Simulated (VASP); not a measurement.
Here is a VASP 6.6.1 calculation.

INCAR

```
SYSTEM = ScSi2O3
PREC     = Accurate       ! precision mode
ENCUT    = 520            ! plane-wave cutoff, eV
EDIFF    = 1E-6           ! SCF threshold, eV
ISMEAR   = 0              ! smearing method
SIGMA    = 0.1            ! smearing width, eV
LREAL    = .FALSE.        ! projectors in reciprocal space
LASPH    = .TRUE.         ! aspherical terms in the spheres
NELM     = 80             ! most SCF steps
ALGO     = Normal         ! electronic algorithm
ISIF     = 2              ! what is computed and relaxed
LWAVE    = .FALSE.        ! write WAVECAR
LCHARG   = .FALSE.        ! write CHGCAR
GGA      = PE             ! functional
NBANDS   = 28             ! bands
```

File KPOINTS:

```
Automatic mesh
0
G
  6 6 6
  0 0 0
```

The input POSCAR:

```
ScSi2O3
1.0
    5.7470844042      0.0000000000      0.0000000000
   -2.8735422021      4.9771210917      0.0000000000
    0.0000000000      0.0000000000      2.7937017987
Sc Si O
1 2 3
Direct
    0.0000000000      0.0000000000      0.5000000000
    0.3333333333      0.6666666667      0.5000000000
    0.6666666667      0.3333333333      0.5000000000
    0.3542186461      0.0000000000      0.5000000000
    0.0000000000      0.3542186461      0.5000000000
    0.6457813539      0.6457813539      0.5000000000
```

Potentials or basis: VASP PAW PBE potentials, release 64 (Sc_sv, Si, O).

Command:

```sh
$ cat potpaw_PBE.64/Sc_sv/POTCAR potpaw_PBE.64/Si/POTCAR potpaw_PBE.64/O/POTCAR > POTCAR
$ mpirun -np 1 vasp_std > vasp.out
```

(1) What does it give for the pressure?

(2) Predict the largest force.

Results:

(1) 0.7 GPa.

(2) 0.058 eV/Å.

Caveat: the k points lie up to 0.37 Å⁻¹ apart; an odd number of electrons without spin polarisation forces a metal; a magnetic or distorted state may lie lower.
